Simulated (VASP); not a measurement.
# In2O3 (R-3c) in VASP: relaxation of shape and atoms at fixed volume with LDA

Aim: the relaxation of shape and atoms at fixed volume of In2O3 with LDA.

Program: VASP 6.6.1. These are calculated values, not measurements. Logs are shortened: lines on timing, memory, paths and dates and some standing lists are left out, and cuts for length are marked.

### Step 1. The cell of the first run

It takes space group R-3c (No. 167, trigonal). The conventional cell has a = 5.368 Å, b = 5.368 Å, c = 13.988 Å, α = 90.00°, β = 90.00°, γ = 120.00°. In (site symmetry 3) has 6 O at 2.07 to 2.19 Å within 2.7 Å. O (site symmetry 2) has 4 In at 2.07 to 2.19 Å and 8 O at 2.74 to 3.01 Å within 3.1 Å.

### Step 2. Relaxation of shape and atoms at fixed volume, LDA (11.63 Å³/atom)

The input, INCAR:

```
SYSTEM = In2O3
PREC     = Accurate       ! precision mode
ENCUT    = 600            ! plane-wave cutoff, eV
EDIFF    = 1E-7           ! SCF threshold, eV
ISMEAR   = 0              ! smearing method
SIGMA    = 0.02           ! smearing width, eV
LREAL    = .False.        ! projectors in reciprocal space
LASPH    = .True.         ! aspherical terms in the spheres
NELM     = 80             ! most SCF steps
ALGO     = Normal         ! electronic algorithm
ISIF     = 4              ! what is computed and relaxed
LWAVE    = .False.        ! write WAVECAR
LCHARG   = .False.        ! write CHGCAR
IBRION   = 2              ! ionic algorithm
NSW      = 50             ! ionic steps
EDIFFG   = -0.01          ! ionic threshold
```

The input, KPOINTS:

```
Automatic mesh
0
Gamma
  6 6 6
  0 0 0
```

The input, POSCAR:

```
In2O3
1.0
    2.6837962873      1.5494905089      4.6627105621
   -2.6837962873      1.5494905089      4.6627105621
    0.0000000000     -3.0989810178      4.6627105621
In O
4 6
Direct
    0.3586228187      0.3586228187      0.3586228187
    0.1413771813      0.1413771813      0.1413771813
    0.6413771813      0.6413771813      0.6413771813
    0.8586228187      0.8586228187      0.8586228187
    0.5449023274      0.9550976726      0.2500000000
    0.2500000000      0.5449023274      0.9550976726
    0.9550976726      0.2500000000      0.5449023274
    0.4550976726      0.0449023274      0.7500000000
    0.7500000000      0.4550976726      0.0449023274
    0.0449023274      0.7500000000      0.4550976726
```

Potentials or basis: VASP PAW LDA potentials, release 64 (In_d, O).

Started as:

```console
> cat potpaw_LDA.64/In_d/POTCAR potpaw_LDA.64/O/POTCAR > POTCAR
> mpirun -np 1 vasp_std > vasp.out
```

OUTCAR:

```text
SYSTEM = In2O3
   PREC = Accurate
   ENCUT = 600
   EDIFF = 1E-7
   ISMEAR = 0
   LREAL = .False.
   LASPH = .True.
   NELM = 80
   ISIF = 4
   IBRION = 2
   NSW = 50
   EDIFFG = -0.01

 ion  position               nearest neighbor table
   1  0.359  0.359  0.359-   9 2.07   8 2.07  10 2.07   7 2.19   6 2.19   5 2.19   2 3.04   3 3.18
                             3 3.18   3 3.18   2 3.50   2 3.50   2 3.50   4 3.88   4 3.88   4 3.88
   2  0.141  0.141  0.141-  10 2.07   8 2.07   9 2.07   7 2.19   6 2.19   5 2.19   1 3.04   4 3.18
                             4 3.18   4 3.18   1 3.50   1 3.50   1 3.50   3 3.88   3 3.88   3 3.88
   3  0.641  0.641  0.641-   6 2.07   5 2.07   7 2.07   9 2.19  10 2.19   8 2.19   4 3.04   1 3.18
                             1 3.18   1 3.18   4 3.50   4 3.50   4 3.50   2 3.88   2 3.88   2 3.88
   4  0.859  0.859  0.859-   7 2.07   5 2.07   6 2.07   9 2.19  10 2.19   8 2.19   3 3.04   2 3.18
                             2 3.18   2 3.18   3 3.50   3 3.50   3 3.50   1 3.88   1 3.88   1 3.88
   5  0.545  0.955  0.250-   3 2.07   4 2.07   1 2.19   2 2.19
   6  0.250  0.545  0.955-   3 2.07   4 2.07   1 2.19   2 2.19
   7  0.955  0.250  0.545-   4 2.07   3 2.07   1 2.19   2 2.19
   8  0.455  0.045  0.750-   1 2.07   2 2.07   3 2.19   4 2.19
   9  0.750  0.455  0.045-   1 2.07   2 2.07   3 2.19   4 2.19
  10  0.045  0.750  0.455-   2 2.07   1 2.07   3 2.19   4 2.19

  LATTYP: Found a trigonal (rhomboedric) cell.
 ALAT       =     5.5986206457
 COS(alpha) =     0.5404137695

  Lattice vectors:

 A1 = (   2.6837962873,   1.5494905089,   4.6627105621)
 A2 = (  -2.6837962873,   1.5494905089,   4.6627105621)
 A3 = (   0.0000000000,  -3.0989810178,   4.6627105621)

Analysis of symmetry for initial positions (statically):
=====================================================================
 Subroutine PRICEL returns:
 Original cell was already a primitive cell.

 Routine SETGRP: Setting up the symmetry group for a
 trigonal (rhombohedral) supercell.

 Subroutine GETGRP returns: Found 12 space group operations
 (whereof  6 operations were pure point group operations)
 out of a pool of 12 trial point group operations.

The static configuration has the point symmetry S_6 .
 The point group associated with its full space group is D_3d.

Analysis of symmetry for dynamics (positions and initial velocities):
=====================================================================
 Subroutine PRICEL returns:
 Original cell was already a primitive cell.

 Routine SETGRP: Setting up the symmetry group for a
 trigonal (rhombohedral) supercell.

 Subroutine GETGRP returns: Found 12 space group operations
 (whereof  6 operations were pure point group operations)
 out of a pool of 12 trial point group operations.

The dynamic configuration has the point symmetry S_6 .
 The point group associated with its full space group is D_3d.

 Subroutine INISYM returns: Found 12 space group operations
 (whereof  6 operations are pure point group operations),
 and found     1 'primitive' translations

----------------------------------------------------------------------------------------

                                     Primitive cell

  volume of cell :     116.3398

  direct lattice vectors                    reciprocal lattice vectors
     2.683796287  1.549490509  4.662710562     0.186303261  0.107562238  0.071489175
    -2.683796287  1.549490509  4.662710562    -0.186303261  0.107562238  0.071489175
     0.000000000 -3.098981018  4.662710562     0.000000000 -0.215124476  0.071489175

  length of vectors
     5.598620646  5.598620646  5.598620646     0.226691955  0.226691955  0.226691955

  position of ions in fractional coordinates (direct lattice)
     0.358622819  0.358622819  0.358622819
     0.141377181  0.141377181  0.141377181
     0.641377181  0.641377181  0.641377181
     0.858622819  0.858622819  0.858622819
     0.544902327  0.955097673  0.250000000
     0.250000000  0.544902327  0.955097673
     0.955097673  0.250000000  0.544902327
     0.455097673  0.044902327  0.750000000
     0.750000000  0.455097673  0.044902327
     0.044902327  0.750000000  0.455097673

  ion indices of the primitive-cell ions
   primitive index   ion index
                 1           1
                 2           2
                 3           3
                 4           4
                 5           5
                 6           6
                 7           7
                 8           8
                 9           9
                10          10

----------------------------------------------------------------------------------------

 KPOINTS: Automatic mesh

Automatic generation of k-mesh.
 Grid dimensions read from file:
 generate k-points for:    6    6    6

 Generating k-lattice:

  Cartesian coordinates                     Fractional coordinates (reciprocal lattice)
     0.031050543  0.017927040  0.011914863     0.166666667 -0.000000000  0.000000000
    -0.031050543  0.017927040  0.011914863    -0.000000000  0.166666667  0.000000000
     0.000000000 -0.035854079  0.011914863     0.000000000  0.000000000  0.166666667

  Length of vectors
     0.037781992  0.037781992  0.037781992

  Shift w.r.t. Gamma in fractional coordinates (k-lattice)
     0.000000000  0.000000000  0.000000000

 Subroutine IBZKPT returns following result:
 ===========================================

 Found     32 irreducible k-points:

 Following reciprocal coordinates:
            Coordinates               Weight
  0.000000  0.000000  0.000000      1.000000
  0.166667  0.000000 -0.000000      6.000000
  0.333333  0.000000 -0.000000      6.000000
  0.500000  0.000000 -0.000000      3.000000
  0.166667  0.166667 -0.000000      6.000000
  0.333333  0.166667 -0.000000     12.000000
[... 16 lines left out ...]
  0.500000  0.500000  0.166667      6.000000
 -0.333333  0.500000  0.166667     12.000000
 [... further k-points ...]
   k-points           NKPTS =     32   k-points in BZ     NKDIM =     32   number of bands    NBANDS=     52
   number of dos      NEDOS =    301   number of ions     NIONS =     10
   total plane-waves  NPLWV = 110592
   dimension x,y,z NGX =    48 NGY =   48 NGZ =   48
   dimension x,y,z NGXF=    96 NGYF=   96 NGZF=   96
   ions per type =               4   6
   NGX,Y,Z   is equivalent  to a cutoff of  14.25, 14.25, 14.25 a.u.
   NGXF,Y,Z  is equivalent  to a cutoff of  28.51, 28.51, 28.51 a.u.
 SYSTEM =  In2O3
   PREC   = accura    normal or accurate (medium, high low for compatibility)
   ISTART =      0    job   : 0-new  1-cont  2-samecut
   ICHARG =      2    charge: 1-file 2-atom 10-const
   ISPIN  =      1    spin polarized calculation?
   LNONCOLLINEAR =      F non collinear calculations
   LSORBIT =      F    spin-orbit coupling
   LASPH  =      T    aspherical Exc in radial PAW
   ENCUT  =  600.0 eV  44.10 Ry    6.64 a.u.  11.18 11.18 11.18*2*pi/ulx,y,z
   NELM   =     80;   NELMIN=  2; NELMDL= -5     # of ELM steps
   EDIFF  = 0.1E-06   stopping-criterion for ELM
   LREAL  =      F    real-space projection
   EDIFFG = -.1E-01   stopping-criterion for IOM
   NSW    =     50    number of steps for IOM
   IBRION =      2    ionic relax: 0-MD 1-quasi-New 2-CG
   NFREE  =      1    steps in history (QN), initial steepest desc. (CG)
   ISIF   =      4    stress and relaxation
   ISYM   =      2    0-nonsym 1-usesym 2-fastsym
   POTIM  = 0.5000    time-step for ionic-motion
   TEBEG  =    0.0;   TEEND  =   0.0 temperature during run
   PSTRESS=    0.0 pullay stress
   NELECT =      88.0000    total number of electrons
   NUPDOWN=      -1.0000    fix difference up-down
   EMIN   =  10.00;   EMAX   =-10.00  energy-range for DOS
   EFERMI =   0.00;   METHOD = LEGACY
   ISMEAR =     0;   SIGMA  =   0.02  broadening in eV -4-tet -1-fermi 0-gaus
   EFERMI_NEDOS =   21; number of points for ismear=-14 and -15
   IALGO  =     38    algorithm
   IMIX   =      4    mixing-type and parameters
     AMIX     =   0.40;   BMIX     =  1.00
     AMIX_MAG =   1.60;   BMIX_MAG =  1.00
  volume/ion in A,a.u.               =      11.63        78.51
  Fermi-wavevector in a.u.,A,eV,Ry     =   1.491625  2.818763 30.272218  2.224945
  Thomas-Fermi vector in A             =   2.604256
   LORBIT       =      0    0 simple, 1 ext, 2 COOP (PROOUT), +10 PAW based schemes
   GGA     = CA    functional components
   LHFCALC =     F    Hartree Fock is set to
   AEXX    =    0.0000 exact exchange contribution
   IVDW    =     0    specifies the selected vdW correction
   LEPSILON=     F    determine dielectric tensor
   LRPA    =     F    only Hartree local field effects (RPA)
 conjugate gradient relaxation of ions
 non-spin polarized calculation
 Gauss-broadening in eV      SIGMA  =   0.02
  energy-cutoff  :      600.00
  volume of cell :      116.34
 maximum number of plane-waves:      3910
 NGX is ok and might be reduce to    48
   NGX = 23   NGY = 23   NGZ = 23

--------------------------------------- Ionic step        1  -------------------------------------------

 number of electron      87.9999990 magnetization

 Free energy of the ion-electron system (eV)
  ---------------------------------------------------
  ext. energy  EPLUGINS =         0.00000000
  ---------------------------------------------------
  free energy    TOTEN  =       -63.35102357 eV

  energy without entropy =      -63.35102357  energy(sigma->0) =      -63.35102357

------------------------ aborting loop because EDIFF is reached ----------------------------------------

  FORCE on cell =-STRESS in cart. coord.  units (eV):
  Direction    XX          YY          ZZ          XY          YZ          ZX
  --------------------------------------------------------------------------------------
  -------------------------------------------------------------------------------------
  Total       10.2817528     10.2817528      9.2681470      0.0000000      0.0000000      0.0000000
  in kB      141.5955375    141.5955375    127.6366267      0.0000000      0.0000000      0.0000000
  external PRESSURE =     136.9425672 kB  Pullay stress =       0.0000000 kB
[... 249 lines left out ...]
  energy  without entropy=      -63.3598945626  energy(sigma->0) =      -63.35989456

--------------------------------------- Ionic step        7  -------------------------------------------

 number of electron      87.9999986 magnetization

 Free energy of the ion-electron system (eV)
  ---------------------------------------------------
  ext. energy  EPLUGINS =         0.00000000
  ---------------------------------------------------
  free energy    TOTEN  =       -63.35993433 eV

  energy without entropy =      -63.35993433  energy(sigma->0) =      -63.35993433

 E-fermi :   6.5403     XC(G=0): -12.2019

 val. band max:        6.3735417576   @ k =   0.3333   0.0000  -0.0000
 cond. band min:       8.0329721520   @ k =   0.0000   0.0000   0.0000
 fundamental gap:      1.6594303944
 Fermi energy:         6.5403398086

 k-point     1 :       0.0000    0.0000    0.0000
  band No.  band energies     occupation
      1     -11.6407      2.00000
      2     -10.5127      2.00000
      3     -10.5127      2.00000
      4     -10.2647      2.00000
      5     -10.2647      2.00000
      6     -10.1131      2.00000
[... 1309 lines left out ...]
     51      15.5177      0.00000
     52      16.2422      0.00000

 [... further k-points ...]

------------------------ aborting loop because EDIFF is reached ----------------------------------------

  FORCE on cell =-STRESS in cart. coord.  units (eV):
  Direction    XX          YY          ZZ          XY          YZ          ZX
  --------------------------------------------------------------------------------------
  -------------------------------------------------------------------------------------
  Total        9.3937129      9.3937129      9.3932267      0.0000000     -0.0000000      0.0000000
  in kB      129.3658632    129.3658632    129.3591674      0.0000000     -0.0000000      0.0000000
  external PRESSURE =     129.3636313 kB  Pullay stress =       0.0000000 kB
[... 25 lines left out ...]
  FREE ENERGIE OF THE ION-ELECTRON SYSTEM (eV)
  ---------------------------------------------------
  free  energy   TOTEN  =       -63.3599343289 eV

  energy  without entropy=      -63.3599343289  energy(sigma->0) =      -63.35993433

 reached required accuracy - stopping structural energy minimisation
```

It took 14 min on 1 thread of Intel Xeon 6975P-C (Granite Rapids), shared host; peak memory 0.37 GiB.

What came out:

* Free energy: -63.3599 eV
* Energy gained by relaxing: 0.9 meV/atom
* Ionic steps: 7
* Pressure after relaxing: 12.9 GPa
* Band gap on the k mesh: 1.66 eV (least direct gap 1.68 eV)

The path:
| step | energy change (eV) | largest force (eV/Å) | pressure (GPa) | volume (Å³) |
| --- | --- | --- | --- | --- |
| 1 | 0.0000 | 0.0954 | 13.69 | 116.34 |
| 2 | -0.0043 | 0.0798 | 13.48 | 116.34 |
| 3 | -0.0081 | 0.0468 | 13.01 | 116.34 |
| 4 | -0.0088 | 0.0266 | 12.95 | 116.34 |
| 5 | -0.0088 | 0.0269 | 12.95 | 116.34 |
| 6 | -0.0089 | 0.0152 | 12.93 | 116.34 |
| 7 | -0.0089 | 0.0004 | 12.94 | 116.34 |

Final structure:
```cif
data_structure
_symmetry_space_group_name_H-M 'P 1'
_symmetry_Int_Tables_number 1
_cell_length_a 5.5686
_cell_length_b 5.5686
_cell_length_c 5.5686
_cell_angle_alpha 57.943
_cell_angle_beta 57.943
_cell_angle_gamma 57.943
_cell_volume 116.34
loop_
_atom_site_label
_atom_site_type_symbol
_atom_site_fract_x
_atom_site_fract_y
_atom_site_fract_z
_atom_site_occupancy
In1 In 0.36002 0.36002 0.36002 1
In2 In 0.13998 0.13998 0.13998 1
In3 In 0.63998 0.63998 0.63998 1
In4 In 0.86002 0.86002 0.86002 1
O1 O 0.54396 0.95604 0.25000 1
O2 O 0.25000 0.54396 0.95604 1
O3 O 0.95604 0.25000 0.54396 1
O4 O 0.45604 0.04396 0.75000 1
O5 O 0.75000 0.45604 0.04396 1
O6 O 0.04396 0.75000 0.45604 1
```

Levels at points of the mesh, in eV from the valence-band top:
| k point | band 40 | band 41 | band 42 | band 43 | band 44 | band 45 | band 46 | band 47 | band 48 | band 49 |
| --- | --- | --- | --- | --- | --- | --- | --- | --- | --- | --- |
| (0.00, 0.00, 0.00) | -0.45 | -0.31 | -0.31 | -0.02 | -0.02 | 1.66 | 5.54 | 6.81 | 7.27 | 9.59 |
| (0.50, 0.00, 0.00) | -1.09 | -0.71 | -0.71 | -0.07 | -0.07 | 5.32 | 5.32 | 6.29 | 6.29 | 8.57 |
| (0.50, 0.50, 0.00) | -1.04 | -0.66 | -0.32 | -0.07 | -0.04 | 5.77 | 5.77 | 6.53 | 7.00 | 7.63 |
| (0.50, 0.50, 0.50) | -1.25 | -0.23 | -0.23 | -0.23 | -0.23 | 4.74 | 4.74 | 7.71 | 7.71 | 8.37 |

Caveat: spin-orbit coupling is left out, which moves the levels of the heavy elements. A k mesh can miss the band edges.
